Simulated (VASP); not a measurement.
Set up this calculation in VASP 6.6.1, as the native input.

| Property | Result |
| --- | --- |
| Task | single point |
| Functional | PBE |
| Potentials or basis | VASP PAW PBE potentials, release 64 (Co, Al) |
| Cutoff | 520 eV |
| k mesh | 14 × 14 × 14 |
| Occupations | fermi-dirac, width 0.1 eV |
| Spin | no spin polarisation |
| Dipole correction | no |
| Further INCAR settings | ALGO = Normal; EDIFF = 1e-06; NBANDS = 13 |

The structure of AlCo (CsCl type) lies in POSCAR:

```
AlCo
1.0
    2.8524807722      0.0000000000      0.0000000000
    0.0000000000      2.8524807722      0.0000000000
    0.0000000000      0.0000000000      2.8524807722
Co Al
1 1
Direct
    0.0000000000      0.0000000000      0.0000000000
    0.5000000000      0.5000000000      0.5000000000
```

One way to write it, as run:

INCAR

```
PREC = Accurate ; ENCUT = 520
EDIFF = 1E-6 ; ISMEAR = -1
SIGMA = 0.1 ; LREAL = False
LASPH = True ; NELM = 100
ALGO = Normal ; ISIF = 2
LWAVE = False ; LCHARG = False
GGA = PE ; NBANDS = 13
```

KPOINTS

```
Automatic mesh
0
Gamma
  14 14 14
```

Potentials or basis: VASP PAW PBE potentials, release 64 (Co, Al).

Launch:

```console
$ cat potpaw_PBE.64/Co/POTCAR potpaw_PBE.64/Al/POTCAR > POTCAR
$ mpirun -np 1 vasp_std > vasp.out
```

It gave:

```json
{
  "Pressure": "0.0 GPa",
  "Band gap on the k mesh": "zero (bands 6 and 7 overlap by 2.63 eV)"
}
```

Caveat: the run has no spin polarisation, though such a crystal can be magnetic.

Run time: 24 s on 1 thread of Intel Xeon 8259CL, with other jobs on the host, peak memory 0.17 GiB.
